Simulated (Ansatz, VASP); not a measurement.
Two plane-wave programs on Co

The input INCAR:

```
SYSTEM = Co
PREC = Accurate
ENCUT = 520
EDIFF = 1E-7
ISMEAR = -1
SIGMA = 0.05
LREAL = .FALSE.
LASPH = .TRUE.
NELM = 150
ALGO = Normal
ISIF = 2
LWAVE = .FALSE.
LCHARG = .FALSE.
ISPIN = 2
MAGMOM = 1.89
LORBIT = 11
LMAXMIX = 4
GGA = B5
ALDAX = 1.0
AGGAX = 1.0
AGGAC = 1.0
ALDAC = 0.0
NBANDS = 14
```

The input KPOINTS:

```
regular mesh
0
G
  15 15 15
  0 0 0
```

POSCAR

```
Co
1.0
    2.2781219990      0.0000000000      0.0000000000
    0.0000000000      2.2781219990      0.0000000000
    0.0000000000      0.0000000000      2.2781219990
Co
1
Direct
    0.0000000000      0.0000000000      0.0000000000
```

Input for Ansatz:

```yaml
crystal:
  lattice:
    - [2.278121999, 0.0, 0.0]
    - [0.0, 2.278121999, 0.0]
    - [0.0, 0.0, 2.278121999]
  atoms:
    - { symbol: Co, position: [0.0, 0.0, 0.0], spin: 1.89 }
hamiltonian:
  xc: blyp
  pseudopotentials:
    kind: paw
    azcp:
      Co: "pseudopotentials/Co.paw.azcp"
basis:
  ecutwfc: 420
  fft_grid_basis: typed
kpoints:
  mp_grid: { grid: [15, 15, 15], shift: [0, 0, 0] }
magnetization:
  spin_polarized: true
scf:
  occupations: { method: fermi_dirac, width: 0.05 }
  lower_state_search: "off"
output:
  stress: true
  write_density: true
  write_potential: true
  elf: true
  volumetric_format: npy
```

Alike in both runs: task single point; functional BLYP; k mesh 15 × 15 × 15; occupations fermi-dirac, width 0.05 eV; collinear spin.

|  | VASP | Ansatz |
| --- | --- | --- |
| version | VASP 6.6.1 | Ansatz 0.2.0 |
| potentials or method | VASP PAW PBE potentials, release 64 (Co), cutoff 520 eV | plane waves (420 eV) with PAW, scalar-relativistic |
| valence electrons in the cell | 9 | 17 |

|  | VASP | Ansatz | Ansatz less VASP |
| --- | --- | --- | --- |
| pressure (GPa) | 18.7 | 19.6 | +0.92 |
| net moment per atom (μB) | 1.61 | 1.64 | +0.028 |
| size of the moment on the site where the two differ most (μB) | 1.61 | 1.64 | +0.035 |

VASP's potentials were made for PBE, not for BLYP. Site moments also hang on the region over which each program counts them. With one functional, cell and mesh, what is left measures potentials, basis and numerics. VASP's potentials hold 9 valence electrons a cell and Ansatz's 17, so a difference there can come from the potentials and not from the codes.
